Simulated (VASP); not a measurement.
# ZrB (R-3m) in VASP: notebook

ZrB is run at these levels: PBEsol; tasks: single point.

Program: VASP 6.6.1. These are calculated values, not measurements. Logs are shortened: lines on timing, memory, paths and dates and some standing lists are left out, and cuts for length are marked.

### Step 1. The cell of the first run

Symmetry: R-3m, No. 166, trigonal system. The conventional cell has a = 3.686 Å, b = 3.686 Å, c = 6.410 Å, α = 90.00°, β = 90.00°, γ = 120.00°. Within 3.3 Å of Zr (site symmetry -3m) lie 8 B at 2.38 to 3.20 Å and 6 Zr at 3.02 Å. B (site symmetry -3m) has 8 Zr at 2.38 to 3.20 Å and 6 B at 3.02 Å within 3.3 Å.

### Step 2. Single point, PBEsol

Contents of INCAR:

```
SYSTEM = ZrB
PREC = Accurate ; ENCUT = 520
EDIFF = 1E-7 ; ISMEAR = 0
SIGMA = 0.15 ; LREAL = .False.
LASPH = .True. ; NELM = 100
ALGO = Normal ; ISIF = 2
LWAVE = .False. ; LCHARG = .False.
GGA = PS ; NBANDS = 14
```

Contents of KPOINTS:

```
Automatic mesh
0
Gamma
  20 20 20
  0 0 0
```

Contents of POSCAR:

```
ZrB
1.0
   -0.5038604225      2.1023141766      2.1023141766
    2.1023141766     -0.5038604225      2.1023141766
    2.1023141766      2.1023141766     -0.5038604225
Zr B
1 1
Direct
    0.0000000000      0.0000000000      0.0000000000
    0.5000000000      0.5000000000      0.5000000000
```

Potentials or basis: VASP PAW PBE potentials, release 64 (Zr_sv, B).

Command:

```sh
cat potpaw_PBE.64/Zr_sv/POTCAR potpaw_PBE.64/B/POTCAR > POTCAR
mpirun -np 1 vasp_std > vasp.out
```

OUTCAR:

```text
SYSTEM = ZrB
   PREC = Accurate
   ENCUT = 520
   EDIFF = 1E-7
   ISMEAR = 0
   LREAL = .False.
   LASPH = .True.
   NELM = 100
   ISIF = 2
   GGA = PS

 ion  position               nearest neighbor table
   1  0.000  0.000  0.000-   2 2.38   2 2.38   2 2.38   2 2.38   2 2.38   2 2.38
   2  0.500  0.500  0.500-   1 2.38   1 2.38   1 2.38   1 2.38   1 2.38   1 2.38

  LATTYP: Found a trigonal (rhomboedric) cell.
 ALAT       =     3.0155140722
 COS(alpha) =     0.2530624440

  Lattice vectors:

 A1 = (  -0.5038604225,   2.1023141766,   2.1023141766)
 A2 = (   2.1023141766,  -0.5038604225,   2.1023141766)
 A3 = (   2.1023141766,   2.1023141766,  -0.5038604225)

Analysis of symmetry for initial positions (statically):
=====================================================================
 Subroutine PRICEL returns:
 Original cell was already a primitive cell.

 Routine SETGRP: Setting up the symmetry group for a
 trigonal (rhombohedral) supercell.

 Subroutine GETGRP returns: Found 12 space group operations
 (whereof 12 operations were pure point group operations)
 out of a pool of 12 trial point group operations.

The static configuration has the point symmetry D_3d.

Analysis of symmetry for dynamics (positions and initial velocities):
=====================================================================
 Subroutine PRICEL returns:
 Original cell was already a primitive cell.

 Routine SETGRP: Setting up the symmetry group for a
 trigonal (rhombohedral) supercell.

 Subroutine GETGRP returns: Found 12 space group operations
 (whereof 12 operations were pure point group operations)
 out of a pool of 12 trial point group operations.

The dynamic configuration has the point symmetry D_3d.

 Subroutine INISYM returns: Found 12 space group operations
 (whereof 12 operations are pure point group operations),
 and found     1 'primitive' translations

----------------------------------------------------------------------------------------

                                     Primitive cell

  volume of cell :      25.1362

  direct lattice vectors                    reciprocal lattice vectors
    -0.503860422  2.102314177  2.102314177    -0.165731368  0.217972778  0.217972778
     2.102314177 -0.503860422  2.102314177     0.217972778 -0.165731368  0.217972778
     2.102314177  2.102314177 -0.503860422     0.217972778  0.217972778 -0.165731368

  length of vectors
     3.015514072  3.015514072  3.015514072     0.349987357  0.349987357  0.349987357

  position of ions in fractional coordinates (direct lattice)
     0.000000000  0.000000000  0.000000000
     0.500000000  0.500000000  0.500000000

  ion indices of the primitive-cell ions
   primitive index   ion index
                 1           1
                 2           2

----------------------------------------------------------------------------------------

 KPOINTS: Automatic mesh

Automatic generation of k-mesh.
 Grid dimensions read from file:
 generate k-points for:   20   20   20

 Generating k-lattice:

  Cartesian coordinates                     Fractional coordinates (reciprocal lattice)
    -0.008286568  0.010898639  0.010898639     0.050000000  0.000000000  0.000000000
     0.010898639 -0.008286568  0.010898639     0.000000000  0.050000000  0.000000000
     0.010898639  0.010898639 -0.008286568     0.000000000  0.000000000  0.050000000

  Length of vectors
     0.017499368  0.017499368  0.017499368

  Shift w.r.t. Gamma in fractional coordinates (k-lattice)
     0.000000000  0.000000000  0.000000000

 Subroutine IBZKPT returns following result:
 ===========================================

 Found    781 irreducible k-points:

 Following reciprocal coordinates:
            Coordinates               Weight
  0.000000  0.000000  0.000000      1.000000
  0.050000  0.000000 -0.000000      6.000000
  0.100000  0.000000  0.000000      6.000000
  0.150000  0.000000  0.000000      6.000000
  0.200000  0.000000  0.000000      6.000000
  0.250000  0.000000  0.000000      6.000000
[... 16 lines left out ...]
 -0.400000  0.050000 -0.000000     12.000000
 -0.350000  0.050000 -0.000000     12.000000
 [... further k-points ...]
   k-points           NKPTS =    781   k-points in BZ     NKDIM =    781   number of bands    NBANDS=     14
   number of dos      NEDOS =    301   number of ions     NIONS =      2
   total plane-waves  NPLWV =  13824
   dimension x,y,z NGX =    24 NGY =   24 NGZ =   24
   dimension x,y,z NGXF=    48 NGYF=   48 NGZF=   48
   ions per type =               1   1
   NGX,Y,Z   is equivalent  to a cutoff of  13.23, 13.23, 13.23 a.u.
   NGXF,Y,Z  is equivalent  to a cutoff of  26.46, 26.46, 26.46 a.u.
 SYSTEM =  ZrB
   PREC   = accura    normal or accurate (medium, high low for compatibility)
   ISTART =      0    job   : 0-new  1-cont  2-samecut
   ICHARG =      2    charge: 1-file 2-atom 10-const
   ISPIN  =      1    spin polarized calculation?
   LNONCOLLINEAR =      F non collinear calculations
   LSORBIT =      F    spin-orbit coupling
   LASPH  =      T    aspherical Exc in radial PAW
   ENCUT  =  520.0 eV  38.22 Ry    6.18 a.u.   5.61  5.61  5.61*2*pi/ulx,y,z
   NELM   =    100;   NELMIN=  2; NELMDL= -5     # of ELM steps
   EDIFF  = 0.1E-06   stopping-criterion for ELM
   LREAL  =      F    real-space projection
   EDIFFG = 0.1E-05   stopping-criterion for IOM
   NSW    =      0    number of steps for IOM
   IBRION =     -1    ionic relax: 0-MD 1-quasi-New 2-CG
   NFREE  =      0    steps in history (QN), initial steepest desc. (CG)
   ISIF   =      2    stress and relaxation
   ISYM   =      2    0-nonsym 1-usesym 2-fastsym
   POTIM  = 0.5000    time-step for ionic-motion
   TEBEG  =    0.0;   TEEND  =   0.0 temperature during run
   PSTRESS=    0.0 pullay stress
   NELECT =      15.0000    total number of electrons
   NUPDOWN=      -1.0000    fix difference up-down
   EMIN   =  10.00;   EMAX   =-10.00  energy-range for DOS
   EFERMI =   0.00;   METHOD = LEGACY
   ISMEAR =     0;   SIGMA  =   0.15  broadening in eV -4-tet -1-fermi 0-gaus
   EFERMI_NEDOS =   21; number of points for ismear=-14 and -15
   IALGO  =     38    algorithm
   IMIX   =      4    mixing-type and parameters
     AMIX     =   0.40;   BMIX     =  1.00
     AMIX_MAG =   1.60;   BMIX_MAG =  1.00
  volume/ion in A,a.u.               =      12.57        84.81
  Fermi-wavevector in a.u.,A,eV,Ry     =   1.378285  2.604581 25.846565  1.899669
  Thomas-Fermi vector in A             =   2.503360
   LORBIT       =      0    0 simple, 1 ext, 2 COOP (PROOUT), +10 PAW based schemes
   GGA     = PS    functional components
   LHFCALC =     F    Hartree Fock is set to
   AEXX    =    0.0000 exact exchange contribution
   IVDW    =     0    specifies the selected vdW correction
   LEPSILON=     F    determine dielectric tensor
   LRPA    =     F    only Hartree local field effects (RPA)
 non-spin polarized calculation
 Gauss-broadening in eV      SIGMA  =   0.15
  energy-cutoff  :      520.00
  volume of cell :       25.14
 maximum number of plane-waves:       694
   NGX = 11   NGY = 11   NGZ = 11

 number of electron      15.0000000 magnetization

 Free energy of the ion-electron system (eV)
  ---------------------------------------------------
  ext. energy  EPLUGINS =         0.00000000
  ---------------------------------------------------
  free energy    TOTEN  =       -16.30102269 eV

  energy without entropy =      -16.28903188  energy(sigma->0) =      -16.29502729

 E-fermi :   9.7206     XC(G=0): -12.3611

 val. band max:        9.7185443729   @ k =  -0.4000   0.3000   0.1000
 cond. band min:       9.7238310121   @ k =   0.3000   0.2500   0.1000
 fundamental gap:      0.0052866392
 Fermi energy:         9.7206047470

 k-point     1 :       0.0000    0.0000    0.0000
  band No.  band energies     occupation
      1     -37.8174      2.00000
      2     -15.5955      2.00000
      3     -15.5955      2.00000
      4     -15.2407      2.00000
      5       0.5302      2.00000
      6       9.0439      2.00000
      7       9.0439      2.00000
      8      12.7349      0.00000
      9      12.7349      0.00000
     10      13.6147      0.00000
     11      13.7880      0.00000
     12      13.7880      0.00000
     13      14.1262      0.00000
     14      23.2319      0.00000

 k-point     2 :       0.0500    0.0000   -0.0000
  band No.  band energies     occupation
      1     -37.8144      2.00000
      2     -15.6150      2.00000
      3     -15.5936      2.00000
      4     -15.2508      2.00000
      5       0.5913      2.00000
      6       9.0097      2.00000
      7       9.0437      2.00000
      8      12.3087      0.00000
      9      12.7122      0.00000
     10      13.0671      0.00000
     11      14.1216      0.00000
     12      14.3099      0.00000
     13      14.4412      0.00000
     14      23.1670      0.00000

 k-point     3 :       0.1000    0.0000    0.0000
  band No.  band energies     occupation
      1     -37.8058      2.00000
      2     -15.6768      2.00000
      3     -15.5880      2.00000
      4     -15.2741      2.00000
      5       0.7711      2.00000
      6       8.8847      2.00000
      7       9.0274      2.00000
      8      11.7097      0.00000
      9      12.4916      0.00000
     10      12.7594      0.00000
     11      14.1515      0.00000
     12      15.1953      0.00000
     13      15.2088      0.00000
     14      23.0961      0.00000
[... 324 lines left out ...]
 k-point    23 :      -0.4000    0.0500   -0.0000
  band No.  band energies     occupation
      1     -37.7023      2.00000
      2     -16.5179      2.00000
      3     -15.5396      2.00000
      4     -15.3438      2.00000
      5       3.6969      2.00000
      6       5.9009      2.00000
      7       7.6743      2.00000
      8      10.5869      0.00000
      9      11.8852      0.00000
     10      13.3274      0.00000
     11      16.5796      0.00000
     12      19.5383      0.00000
     13      20.3973      0.00000
     14      20.7037      0.00000

 k-point    24 :      -0.3500    0.0500   -0.0000
  band No.  band energies     occupation
      1     -37.7157      2.00000
      2     -16.4082      2.00000
      3     -15.5502      2.00000
      4     -15.3434      2.00000
      5       3.1233      2.00000
      6       6.4994      2.00000
      7       7.8682      2.00000
      8      10.6225      0.00000
      9      11.7565      0.00000
     10      13.5218      0.00000
     11      15.6394      0.00000
     12      19.1364      0.00000
     13      20.2304      0.00000
     14      21.0477      0.00000

 [... further k-points ...]
[... 5 lines left out ...]
  --------------------------------------------------------------------------------------
  -------------------------------------------------------------------------------------
  Total        3.9517934      3.9517934      3.9517934      0.6591003      0.6591003      0.6591003
  in kB      251.8871147    251.8871147    251.8871147     42.0110171     42.0110171     42.0110171
  external PRESSURE =     251.8871147 kB  Pullay stress =       0.0000000 kB

 VOLUME and BASIS-vectors are now :
 -----------------------------------------------------------------------------
  energy-cutoff  :      520.00
  volume of cell :       25.14
      direct lattice vectors                 reciprocal lattice vectors
    -0.503860422  2.102314177  2.102314177    -0.165731368  0.217972778  0.217972778
     2.102314177 -0.503860422  2.102314177     0.217972778 -0.165731368  0.217972778
     2.102314177  2.102314177 -0.503860422     0.217972778  0.217972778 -0.165731368

 POSITION                                       TOTAL-FORCE (eV/Angst)
 -----------------------------------------------------------------------------------
      0.00000      0.00000      0.00000         0.000000     -0.000000     -0.000000
      1.85038      1.85038      1.85038        -0.000000      0.000000      0.000000
 -----------------------------------------------------------------------------------
    total drift:                                0.000000     -0.000000     -0.000000

  FREE ENERGIE OF THE ION-ELECTRON SYSTEM (eV)
  ---------------------------------------------------
  free  energy   TOTEN  =       -16.3010226883 eV

  energy  without entropy=      -16.2890318827  energy(sigma->0) =      -16.29502729
```

Run time: 2 min. Hardware: 1 thread of AMD EPYC 9R45 (Zen 5), shared host; peak memory 0.34 GiB.

Results:

```
Free energy            : -16.3010 eV
Pressure               : 25.2 GPa
Band gap on the k mesh : zero (an odd number of electrons rules out a gap without spin polarisation)
```

Stress tensor (GPa, compression positive):
```
25.19  4.20  4.20
 4.20 25.19  4.20
 4.20  4.20 25.19
```

Caveat: the cell stands under pressure; the PAW data sets were made with another functional, which shifts forces and pressure a little.

### Step 3. Single point, PBEsol

This run uses another cell than the first one, of the same volume but with other edges.

Contents of INCAR:

```
SYSTEM = ZrB
PREC     = Accurate       ! precision mode
ENCUT    = 520            ! plane-wave cutoff, eV
EDIFF    = 1E-7           ! SCF threshold, eV
ISMEAR   = 0              ! smearing method
SIGMA    = 0.15           ! smearing width, eV
LREAL    = .FALSE.        ! projectors in reciprocal space
LASPH    = .TRUE.         ! aspherical terms in the spheres
NELM     = 60             ! most SCF steps
ALGO     = Normal         ! electronic algorithm
ISIF     = 2              ! what is computed and relaxed
LWAVE    = .FALSE.        ! write WAVECAR
LCHARG   = .FALSE.        ! write CHGCAR
GGA      = PS             ! functional
NBANDS   = 14             ! bands
```

Contents of KPOINTS:

```
Automatic mesh
0
G
  20 20 20
  0 0 0
```

Contents of POSCAR:

```
ZrB
1.0
    0.5667295406      2.6401302987      2.6401302987
    2.6401302987      0.5667295406      2.6401302987
    2.6401302987      2.6401302987      0.5667295406
Zr B
1 1
Direct
    0.0000000000      0.0000000000      0.0000000000
    0.5000000000      0.5000000000      0.5000000000
```

Potentials or basis: VASP PAW PBE potentials, release 64 (Zr_sv, B).

Command:

```sh
cat potpaw_PBE.64/Zr_sv/POTCAR potpaw_PBE.64/B/POTCAR > POTCAR
mpirun -np 1 vasp_std > vasp.out
```

Run time: 3.3 min. Hardware: 1 thread of AMD EPYC 9R45 (Zen 5), shared host; peak memory 0.37 GiB.

The run converged. Its results:

| Property | Result |
| --- | --- |
| Free energy | -15.7859 eV |
| Pressure | 28.1 GPa |
| Band gap on the k mesh | zero (an odd number of electrons rules out a gap without spin polarisation) |

Stress tensor (GPa, compression positive):
```
 28.09 -16.11 -16.11
-16.11  28.09 -16.11
-16.11 -16.11  28.09
```

Levels at points of the mesh, in eV from the Fermi level:
```tsv
k point	band 4	band 5	band 6	band 7	band 8	band 9	band 10	band 11
(0.00, 0.00, 0.00)	-25.01	-9.42	-1.64	1.09	1.65	1.65	4.22	4.22
(0.50, 0.00, 0.00)	-25.39	-5.16	-3.93	-3.93	-0.40	0.92	7.39	7.43
(0.50, 0.50, 0.00)	-25.43	-7.01	-2.35	-1.84	1.23	3.11	3.98	4.04
(0.50, 0.50, 0.50)	-25.02	-6.38	-4.93	0.15	0.15	2.70	4.25	4.25
```

Caveat: the cell stands under pressure; the PAW data sets were made with another functional, which shifts forces and pressure a little.

### Step 4. Single point, PBEsol

This run uses another cell than the first one, of the same volume but with other edges.

Contents of INCAR:

```
  PREC = Accurate
  ENCUT = 520
  EDIFF = 1E-6
  ISMEAR = 0
  SIGMA = 0.15
  LREAL = False
  LASPH = True
  NELM = 80
  ALGO = Normal
  ISIF = 2
  LWAVE = False
  LCHARG = False
  GGA = PS
  NBANDS = 14
```

Contents of KPOINTS:

```
regular mesh
0
Gamma
  20 20 20
```

Contents of POSCAR:

```
ZrB
1.0
   -0.7350912829      2.0215010281      2.0215010281
    2.0215010281     -0.7350912829      2.0215010281
    2.0215010281      2.0215010281     -0.7350912829
Zr B
1 1
Direct
    0.0000000000      0.0000000000      0.0000000000
    0.5000000000      0.5000000000      0.5000000000
```

Command:

```sh
cat potpaw_PBE.64/Zr_sv/POTCAR potpaw_PBE.64/B/POTCAR > POTCAR
mpirun -np 1 vasp_std > vasp.out
```

Wall time 1.9 min (1 thread of AMD EPYC 9R45 (Zen 5), shared host); peak memory 0.34 GiB.

The run converged. Its results:

```
Free energy            : -16.0869 eV
Pressure               : 17.4 GPa
Band gap on the k mesh : zero (an odd number of electrons rules out a gap without spin polarisation)
```

Stress tensor (GPa, compression positive):
```
17.35  3.68  3.68
 3.68 17.35  3.68
 3.68  3.68 17.35
```

Levels at points of the mesh, in eV from the Fermi level:
```csv
k point,band 4,band 5,band 6,band 7,band 8,band 9,band 10,band 11
"(0.00, 0.00, 0.00)",-25.51,-9.74,-1.75,-1.75,2.83,2.83,3.15,4.58
"(0.50, 0.00, 0.00)",-25.49,-5.75,-5.39,-1.97,0.47,0.57,4.37,7.55
"(0.50, 0.50, 0.00)",-25.47,-7.38,-1.76,-1.14,-0.68,2.78,2.89,3.82
"(0.50, 0.50, 0.50)",-26.39,-5.32,-4.68,-4.68,-2.70,6.91,7.58,7.58
```

Caveat: the cell stands under pressure; the PAW data sets were made with another functional, which shifts forces and pressure a little.

### Step 5. Overview

| cell | gap on the mesh (eV) | pressure (GPa) |
| --- | --- | --- |
| a = 3.016 Å, angles 75.3°, 2 atoms | none | 25.2 |
| a = 3.776 Å, angles 45.7°, 2 atoms | none | 28.1 |
| a = 2.952 Å, angles 82.7°, 2 atoms | none | 17.4 |

Alike in all rows: task single point; level PBEsol; potentials or basis VASP PAW PBE potentials, release 64 (Zr_sv, B); no spin polarisation; k mesh 20 × 20 × 20; cutoff (eV) 520; smearing gaussian 0.15 eV.

Caveats: the cell stands under pressure; the PAW data sets were made with another functional, which shifts forces and pressure a little.

Total energies depend on the potentials used, so only differences within one code and one set of settings carry meaning.
